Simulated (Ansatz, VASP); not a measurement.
LiCl in VASP and in Ansatz

```
CELL_PARAMETERS angstrom
0.00000 2.54756 2.54756
2.54756 0.00000 2.54756
2.54756 2.54756 0.00000
ATOMIC_POSITIONS crystal
Cl 0.50000 0.50000 0.50000
Li 0.00000 0.00000 0.00000
```

Alike in both runs: task single point; functional r2SCAN; k mesh 9 × 9 × 9; occupations fermi-dirac, width 0.05 eV; no spin polarisation.

|  | VASP | Ansatz |
| --- | --- | --- |
| version | VASP 6.6.1 | Ansatz 0.2.0 |
| potentials or method | VASP PAW PBE potentials, release 64 (Cl, Li_sv) | Ansatz PAW |
| plane-wave cutoff (eV) | 520 | 500 |
| valence electrons in the cell | 10 | 10 |

Ansatz gave:

| Property | Result |
| --- | --- |
| gap on the k mesh at the Fermi level (eV) | 7.35 |
| least direct gap on the mesh (eV) | 7.35 |

Question: What did VASP give for the same quantities?

Answer: gap on the k mesh at the Fermi level (eV): 7.43; least direct gap on the mesh (eV): 7.43.

VASP's potentials were made for PBE, not for r2SCAN.

Noted on VASP's run: the cutoff is short for stress, so the pressure is rough. Noted on Ansatz's run: odd divisions of the mesh miss points on the zone boundary, where band edges often lie, so the gap on the mesh can be too wide.
